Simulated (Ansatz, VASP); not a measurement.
# Be: VASP beside Ansatz

```
Be
1.0
    -1.23506    1.23506    1.23506
     1.23506   -1.23506    1.23506
     1.23506    1.23506   -1.23506
Be
1
Direct
  0.00000 0.00000 0.00000
```

Alike in both runs: task single point; functional PBE; k mesh 24 × 24 × 24; occupations gaussian, width 0.1 eV; no spin polarisation.

|  | VASP | Ansatz |
| --- | --- | --- |
| version | VASP 6.6.1 | Ansatz 0.2.0 |
| potentials or method | VASP PAW PBE potentials, release 64 (Be), cutoff 520 eV | scalar-relativistic, plane waves, PAW |
| valence electrons in the cell | 2 | 2 |

```tsv
	VASP	Ansatz	Ansatz less VASP
gap on the k mesh at the Fermi level (eV)	none	none	-
pressure (GPa)	5.0	4.8	-0.18
```

A gap of «none» marks a metal or a gap that the smearing closes. With one functional, cell and mesh, what is left measures potentials, basis and numerics.
